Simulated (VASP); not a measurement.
Input of a VASP 6.6.1 run:

The input INCAR:

```
ALGO = Normal
EDIFF = 1E-7
ENCUT = 520
GGA = PE
ISIF = 2
ISMEAR = 0
LASPH = T
LCHARG = T
LELF = T
LREAL = F
LVHAR = T
LWAVE = F
NBANDS = 20
NELM = 60
PREC = Accurate
SIGMA = 0.1
```

Contents of KPOINTS:

```
k-points
0
Gamma
  8 8 8
```

POSCAR

```
AlN2O2
1.0
   -1.6089676500      1.6089676500      5.2258070200
    1.6089676500     -1.6089676500      5.2258070200
    1.6089676500      1.6089676500     -5.2258070200
Al N O
1 2 2
Direct
    0.0000000000      0.0000000000      0.0000000000
    0.8686000100      0.8686000100      0.0000000000
    0.1313999900      0.1313999900      0.0000000000
    0.6574000100      0.6574000100      0.0000000000
    0.3425999900      0.3425999900      0.0000000000
```

Potentials or basis: VASP PAW PBE potentials, release 64 (Al, N, O).

Run with:

```sh
$ cat potpaw_PBE.64/Al/POTCAR potpaw_PBE.64/N/POTCAR potpaw_PBE.64/O/POTCAR > POTCAR
$ mpirun -np 1 vasp_std > vasp.out
```

Task: Estimate the pressure.

Result: 58.0 GPa.

Task: Predict the largest force.

Result: 28.151 eV/Å.

Stress tensor (GPa, compression positive):
```
-13.74   0.00   0.00
  0.00 -13.74   0.00
  0.00   0.00 201.62
```

Caveat: an odd number of electrons without spin polarisation forces a metal; a magnetic or distorted state may lie lower.
